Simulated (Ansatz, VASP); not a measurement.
One calculation of Ru, two programs

The input INCAR:

```
  PREC = Accurate
  ENCUT = 600
  EDIFF = 1E-6
  ISMEAR = -1
  SIGMA = 0.15
  LREAL = F
  LASPH = T
  NELM = 60
  ALGO = Fast
  ISIF = 3
  LWAVE = F
  LCHARG = F
  GGA = CA
  IBRION = 2
  NSW = 80
  EDIFFG = -0.001
```

KPOINTS

```
Automatic mesh
0
Gamma
  18 18 10
```

File POSCAR:

```
Ru
1.0
    2.6738880309      0.0000000000      0.0000000000
   -1.3369440154      2.3156549616      0.0000000000
    0.0000000000      0.0000000000      4.2264047801
Ru
2
Direct
    0.3333333333      0.6666666667      0.2500000000
    0.6666666667      0.3333333333      0.7500000000
```

Input for Ansatz:

```yaml
crystal:
  lattice:
    - [2.6738880309, 0.0, 0.0]
    - [-1.3369440154, 2.3156549616, 0.0]
    - [0.0, 0.0, 4.2264047801]
  atoms:
    - { symbol: Ru, position: [0.3333333333, 0.6666666667, 0.25] }
    - { symbol: Ru, position: [0.6666666667, 0.3333333333, 0.75] }
basis:
  ecutwfc: 420
kpoints:
  mp_grid: { grid: [18, 18, 10] }
hamiltonian:
  xc: lda
scf:
  occupations: { method: fermi_dirac, width: 0.15 }
output:
  forces: true
  stress: true
  eigenvalues: true
relax:
  adjacent_minimum: "off"
  f_tol: 0.001
  max_steps: 60
  cell: { stress_tol: 0.01 }
```

Alike in both runs: task relaxation of cell and atoms; functional LDA; k mesh 18 × 18 × 10; occupations fermi-dirac, width 0.15 eV; no spin polarisation.

```csv
,VASP,Ansatz
version,VASP 6.6.1,Ansatz 0.2.0
potentials or method,"VASP PAW LDA potentials, release 64 (Ru_pv), cutoff 600 eV","scalar-relativistic, plane waves, PAW"
valence electrons in the cell,28,32
```

VASP gave:

```
gap on the k mesh at the Fermi level, each at its own relaxed structure (eV) : none
relaxed volume (Å³/atom)                                                     : 13.14
relaxed length of the cell vector where the two differ most in proportion (Å)              : 4.230
```

Task: Which values does Ansatz return?

Result: gap on the k mesh at the Fermi level, each at its own relaxed structure (eV): none; relaxed volume (Å³/atom): 13.10; relaxed length of the cell vector where the two differ most in proportion (Å): 4.226.

LDA's correlation is that of Perdew and Zunger in VASP and of Perdew and Wang (1992) in Ansatz. A gap of «none» marks a metal or a gap that the smearing closes. VASP's potentials hold 28 valence electrons a cell and Ansatz's 32, so a difference there can come from the potentials and not from the codes.
